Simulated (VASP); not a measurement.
Wanted: the native input for a VASP 6.6.1 run.

* Task: single point
* Functional: PBEsol
* Potentials or basis: VASP PAW PBE potentials, release 64 (Al, Ga_d, N)
* Cutoff: 520 eV
* k mesh: 6 × 8 × 4
* Occupations: gaussian, width 0.05 eV
* Spin: no spin polarisation
* Dipole correction: no
* Further INCAR settings: ALGO = Normal; EDIFF = 1e-06; NBANDS = 31

The structure of Al3GaN4 lies in POSCAR:

```
Al3GaN4
1.0
    4.6399353336      0.0000000000      0.0001103911
    0.0000000000      2.8796679856      0.0000000000
   -0.0029773563      0.0000000000      5.2012722695
Al Ga N
3 1 4
Direct
    0.5002300423      0.5000000000      0.1673295664
    0.0009207036      0.5000000000      0.8348055932
    0.0010880650      0.0000000000      0.3316926342
    0.4994217138      0.0000000000      0.6662009016
    0.1111724737      0.0000000000      0.6663292503
    0.1224543238      0.5000000000      0.1671578647
    0.6251234799      0.5000000000      0.8401923551
    0.6231881979      0.0000000000      0.3262928345
```

This cell differs from its parent crystal: strain -0.080 along x and y, -0.040 along z.

The input as run:

INCAR

```
PREC = Accurate ; ENCUT = 520
EDIFF = 1E-6 ; ISMEAR = 0
SIGMA = 0.05 ; LREAL = F
LASPH = T ; NELM = 80
ALGO = Normal ; ISIF = 2
LWAVE = F ; LCHARG = F
GGA = PS ; NBANDS = 31
```

KPOINTS

```
regular mesh
0
Gamma
  6 8 4
```

Potentials or basis: VASP PAW PBE potentials, release 64 (Al, Ga_d, N).

Launch:

```bash
$ cat potpaw_PBE.64/Al/POTCAR potpaw_PBE.64/Ga_d/POTCAR potpaw_PBE.64/N/POTCAR > POTCAR
$ mpirun -np 1 vasp_std > vasp.out
```

Results of the run:

| Item | Value |
| --- | --- |
| Pressure | 62.8 GPa |
| Largest force | 1.181 eV/Å |
| Band gap on the k mesh | 4.90 eV (least direct gap 5.06 eV) |

Caveat: the cell differs from its parent crystal (strain -0.080 along x and y, -0.040 along z); the cell stands under pressure; the PAW data sets were made with another functional, which shifts forces and pressure a little.

Run time: 56 s on 1 thread of Intel(R) Xeon(R) 6975P-C (Granite Rapids), with other jobs on the host, peak memory 0.26 GiB.
